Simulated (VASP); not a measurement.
A run of VASP 6.6.1 is set up as follows.

INCAR

```
SYSTEM = TiTe2
  PREC = Accurate
  ENCUT = 520
  EDIFF = 1E-7
  ISMEAR = -1
  SIGMA = 0.05
  LREAL = .False.
  LASPH = .True.
  NELM = 100
  ALGO = Normal
  ISIF = 2
  LWAVE = .False.
  LCHARG = .True.
  GGA = RP
  LELF = .True.
  LVHAR = .True.
  NBANDS = 19
```

The input KPOINTS:

```
Automatic mesh
0
Gamma
  8 8 4
  0 0 0
```

File POSCAR:

```
TiTe2
1.0
    3.7770000000      0.0000000000      0.0000000000
   -1.8885000000      3.2709779501      0.0000000000
    0.0000000000      0.0000000000      6.4980000000
Te Ti
2 1
Direct
    0.3333333333      0.6666666667      0.7372000000
    0.6666666667      0.3333333333      0.2628000000
    0.0000000000      0.0000000000      0.0000000000
```

Potentials or basis: VASP PAW PBE potentials, release 64 (Te, Ti_sv).

Command:

```sh
$ cat potpaw_PBE.64/Te/POTCAR potpaw_PBE.64/Ti_sv/POTCAR > POTCAR
$ mpirun -np 1 vasp_std > vasp.out
```

(1) Estimate the largest force.

(2) What does it give for the pressure?

(3) Estimate the band gap on the k mesh.

Answers

(1) 0.098 eV/Å.

(2) 2.8 GPa.

(3) zero (bands 12 and 13 overlap by 0.66 eV).

Caveat: the PAW data sets were made with another functional, which shifts forces and pressure a little; spin-orbit coupling is left out, which moves the levels of the heavy elements; this functional lacks dispersion, which binds layers or chains, so the pressure and a relaxed spacing across them are unreliable.
